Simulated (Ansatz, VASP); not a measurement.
Two plane-wave programs on MoS2

The input INCAR:

```
ALGO = Normal ; EDIFF = 1E-8
ENCUT = 520 ; GGA = CA
ISIF = 2 ; ISMEAR = -1
LASPH = True ; LCHARG = False
LEFG = True ; LREAL = False
LWAVE = False ; NBANDS = 20
NELM = 60 ; PREC = Accurate
SIGMA = 0.05
```

File KPOINTS:

```
k-points
0
Gamma
  15 15 15
```

Contents of POSCAR:

```
MoS2
1.0
    1.5708859406      0.9069514207      6.0822325872
   -1.5708859406      0.9069514207      6.0822325872
    0.0000000000     -1.8139028413      6.0822325872
Mo S
1 2
Direct
    0.0000000000      0.0000000000      0.0000000000
    0.7484000000      0.7484000000      0.7484000000
    0.5849000000      0.5849000000      0.5849000000
```

Input for Ansatz:

```yaml
crystal:
  lattice:
    - [1.5708859406, 0.9069514207, 6.0822325872]
    - [-1.5708859406, 0.9069514207, 6.0822325872]
    - [0.0, -1.8139028413, 6.0822325872]
  atoms:
    - { symbol: Mo, position: [0.0, 0.0, 0.0] }
    - { symbol: S, position: [0.7484, 0.7484, 0.7484] }
    - { symbol: S, position: [0.5849, 0.5849, 0.5849] }
kpoints:
  mp_grid: { grid: [15, 15, 15] }
scf:
  occupations: { method: fermi_dirac, width: 0.05 }
hamiltonian:
  xc: lda
  pseudopotentials: { kind: paw }
output:
  forces: true
  stress: true
  eigenvalues: true
  efg: { contact_densities: true }
```

Change from the starting cell: volume scaled by 0.98, PAW files.

Alike in both runs: task electric field gradients; functional LDA; k mesh 15 × 15 × 15; occupations fermi-dirac, width 0.05 eV; no spin polarisation.

|  | VASP | Ansatz |
| --- | --- | --- |
| version | VASP 6.6.1 | Ansatz 0.2.0 |
| potentials or method | VASP PAW LDA potentials, release 64 (Mo_sv, S) | PAW with Ansatz's default frozen-core files, scalar-relativistic |
| plane-wave cutoff (eV) | 520 | 420 |
| valence electrons in the cell | 26 | 26 |

VASP gave:

| Quantity | Value |
| --- | --- |
| pressure (GPa) | 5.0 |
| traceless stress, the component that is largest in VASP (GPa) | 5.09 |
| rms of the force components (eV/Å) | 0.575 |
| size of Vzz on the site where it differs most (V/Å²) | 98.9 |

Question: What did Ansatz give for the same quantities?

Answer: Pressure (GPa): 4.9; traceless stress, the component that is largest in VASP (GPa): 5.14; rms of the force components (eV/Å): 0.569; size of Vzz on the site where it differs most (V/Å²): 94.5.

LDA's correlation is that of Perdew and Zunger in VASP and of Perdew and Wang (1992) in Ansatz. Atom by atom the forces differ by 0.006 eV/Å (rms over components).
